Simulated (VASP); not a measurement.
CdSe:

```xyz
2
Lattice="0.0000 2.8740 2.8740 2.8740 0.0000 2.8740 2.8740 2.8740 0.0000" Properties=species:S:1:pos:R:3 pbc="T T T"
Cd    0.0000    0.0000    0.0000
Se    2.8740    2.8740    2.8740
```

Base run:

| Quantity | Value |
| --- | --- |
| Program | VASP 6.6.1 |
| Functional | revPBE |
| Dispersion | D4 |
| Potentials or basis | VASP PAW PBE potentials, release 64 (Cd, Se) |
| Cutoff | 500 eV |
| k mesh | 5 × 5 × 5 |
| Occupations | methfessel-paxton, width 0.1 eV |
| Spin | no spin polarisation |

Its results: band gap on the k mesh 0.12 eV (least direct gap 0.76 eV); pressure -2.9 GPa.

Q: The run is repeated on the same cell with these changes: functional from revPBE to PBE0; cutoff from 500 eV to 400 eV; occupations from methfessel-paxton, width 0.1 eV to methfessel-paxton, width 0.05 eV. What comes out?

A: Band gap on the k mesh 1.55 eV (least direct gap 2.23 eV); pressure -4.8 GPa.

Caveats: the PAW data sets were made with another functional, which shifts forces and pressure a little; an odd mesh through Γ misses points on the zone boundary, where band edges can lie; semilocal functionals underestimate gaps, and a narrow one can read as zero (at least some runs); the cell stands under tension (at least some runs).
